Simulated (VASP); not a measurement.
Crystal: KZnF3.

```xyz
5
Lattice="4.0462 0.0000 0.0000 0.0000 4.0462 0.0000 0.0000 0.0000 4.0462" Properties=species:S:1:pos:R:3 pbc="T T T"
K     0.0000    0.0000    0.0000
Zn    2.0231    2.0231    2.0231
F     2.0231    2.0231    0.0000
F     0.0000    2.0231    2.0231
F     2.0231    0.0000    2.0231
```

Program: VASP 6.6.1. Alike in all runs: task single point; no spin polarisation; cell as given; k mesh 6 × 6 × 6; cutoff (eV) 520.

Order these runs on this cell by their pressure, lowest first.
A. level r2SCAN; potentials or basis VASP PAW PBE potentials, release 64 (K_sv, Zn, F); smearing gaussian 0.01 eV
B. level LDA; potentials or basis VASP PAW LDA potentials, release 64 (K_sv, Zn, F); smearing gaussian 0.01 eV
C. level PBE; potentials or basis VASP PAW PBE potentials, release 64 (K_sv, Zn, F); smearing fermi-dirac 0.02 eV

B (-4.2 GPa), A (0.3 GPa), C (5.2 GPa).

Caveats: the PAW data sets were made with another functional, which shifts forces and pressure a little (some runs).
